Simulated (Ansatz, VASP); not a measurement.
One calculation of Te3Pt2Se, two programs

```xyz
6
Lattice="3.8084 2.1988 3.8112 -3.8084 2.1988 3.8112 0.0000 -4.3975 3.8112" Properties=species:S:1:pos:R:3 pbc="T T T"
Te    0.0000    2.1988    3.8112
Te   -1.9042   -1.0994    3.8112
Te    1.9042   -1.0994    3.8112
Pt    0.0000    0.0000    9.0744
Pt    0.0000    0.0000    2.3592
Se    0.0000    0.0000    5.7168
```

Alike in both runs: functional PBE; k mesh 3 × 3 × 3; occupations gaussian, width 0.1 eV; no spin polarisation.

Ansatz relaxed the structure, and its values are those at the end. VASP's run is a single point on that final structure, the one shown.

|  | VASP | Ansatz |
| --- | --- | --- |
| version | VASP 6.6.1 | Ansatz 0.2.0 |
| potentials or method | VASP PAW PBE potentials, release 64 (Te, Pt, Se), cutoff 520 eV | scalar-relativistic, plane waves, PAW |
| valence electrons in the cell | 44 | 100 |

Ansatz gave:

| Item | Value |
| --- | --- |
| gap on the k mesh at the Fermi level (eV) | none |
| pressure (GPa) | 0.0 |
| rms of the force components (eV/Å) | 0.000 |

Problem. Which values does VASP return?

Solution. gap on the k mesh at the Fermi level (eV): none; pressure (GPa): -0.1; rms of the force components (eV/Å): 0.008.

A gap of «none» marks a metal or a gap that the smearing closes. The functional is the same, so the differences come from potentials, cutoffs and numerics. VASP's potentials hold 44 valence electrons a cell and Ansatz's 100, so a difference there can come from the potentials and not from the codes.

The k mesh is coarse, so the values compare programs but aren't converged. Neither program's run includes spin-orbit coupling.
